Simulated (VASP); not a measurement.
Wanted: the native input for a VASP 6.6.1 run.

* Task: relaxation of cell and atoms
* Functional: PBEsol
* Potentials or basis: VASP PAW PBE potentials, release 64 (Al, Ti_sv)
* Cutoff: 600 eV
* k mesh: 9 × 9 × 6
* Occupations: gaussian, width 0.1 eV
* Spin: no spin polarisation
* Dipole correction: no
* Further INCAR settings: ALGO = Normal; EDIFF = 1e-06; IBRION = 2; EDIFFG = -0.01; NSW = 65; ISIF = 3

The structure of Ti2Al lies in POSCAR:

```
Ti2Al
1.0
    4.5413254147      0.0000000000      0.0000000000
   -2.2706627074      3.9329031760      0.0000000000
    0.0000000000      0.0000000000      5.5619650110
Al Ti
2 4
Direct
    0.0000000000      0.0000000000      0.0000000000
    0.3333333333      0.6666666667      0.1666666667
    0.6666666667      0.3333333333      0.3333333333
    1.0000000000      0.0000000000      0.5000000000
    0.6666666667      0.3333333333      0.8333333333
    0.3333333333      0.6666666667      0.6666666667
```

One way to write it, as run:

INCAR

```
SYSTEM = Ti2Al
PREC = Accurate ; ENCUT = 600
EDIFF = 1E-6 ; ISMEAR = 0
SIGMA = 0.1 ; LREAL = .FALSE.
LASPH = .TRUE. ; NELM = 100
ALGO = Normal ; ISIF = 3
LWAVE = .FALSE. ; LCHARG = .FALSE.
GGA = PS ; IBRION = 2
NSW = 65 ; EDIFFG = -0.01
```

KPOINTS

```
Automatic mesh
0
G
  9 9 6
  0 0 0
```

Potentials or basis: VASP PAW PBE potentials, release 64 (Al, Ti_sv).

Run with:

```sh
$ cat potpaw_PBE.64/Al/POTCAR potpaw_PBE.64/Ti_sv/POTCAR > POTCAR
$ mpirun -np 1 vasp_std > vasp.out
```

It gave:

| Item | Value |
| --- | --- |
| Relaxed volume | 16.17 Å³/atom |
| Relaxed cell | a = 4.489 Å, b = 4.489 Å, c = 5.561 Å, α = 90.00°, β = 90.00°, γ = 120.00° |
| Space group after relaxing (to 0.05 Å) | P-3m1 (No. 164) |
| Energy gained by relaxing | 23.3 meV/atom |
| Ionic steps | 11 |
| Pressure after relaxing | 0.0 GPa |
| Largest force after relaxing | 0.009 eV/Å |
| Band gap on the k mesh | zero (band 27 reaches 8.62 eV, above the bottom of band 28 at 8.18 eV) |

Caveat: the PAW data sets were made with another functional, which shifts forces and pressure a little.

It took 24 min on 1 thread of AMD EPYC 9R45 96-Core Processor (Zen 5) (shared host), peak memory 0.34 GiB.
